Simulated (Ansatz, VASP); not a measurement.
Ta in VASP and in Ansatz

```
Ta
1.0
    -1.62349    1.62349    1.62349
     1.62349   -1.62349    1.62349
     1.62349    1.62349   -1.62349
Ta
1
Direct
  0.00000 0.00000 0.00000
```

Alike in both runs: task relaxation of cell and atoms; functional LDA; k mesh 18 × 18 × 18; occupations gaussian, width 0.1 eV; no spin polarisation.

|  | VASP | Ansatz |
| --- | --- | --- |
| version | VASP 6.6.1 | Ansatz 0.2.0 |
| potentials or method | VASP PAW LDA potentials, release 64 (Ta_pv), cutoff 600 eV | scalar-relativistic, plane waves, PAW |
| valence electrons in the cell | 11 | 13 |

|  | VASP | Ansatz | Ansatz less VASP |
| --- | --- | --- | --- |
| gap on the k mesh at the Fermi level, each at its own relaxed structure (eV) | none | none | - |
| relaxed volume (Å³/atom) | 17.28 | 17.21 | -0.073 |
| relaxed length of the cell vector where the two differ most in proportion (Å) | 2.821 | 2.817 | -0.0040 |

Ansatz warns that its potentials were made for another functional, while VASP's fit it. LDA's correlation is that of Perdew and Zunger in VASP and of Perdew and Wang (1992) in Ansatz. A gap of «none» marks a metal or a gap that the smearing closes. VASP's potentials hold 11 valence electrons a cell and Ansatz's 13, so a difference there can come from the potentials and not from the codes.

Neither program's run includes spin-orbit coupling.
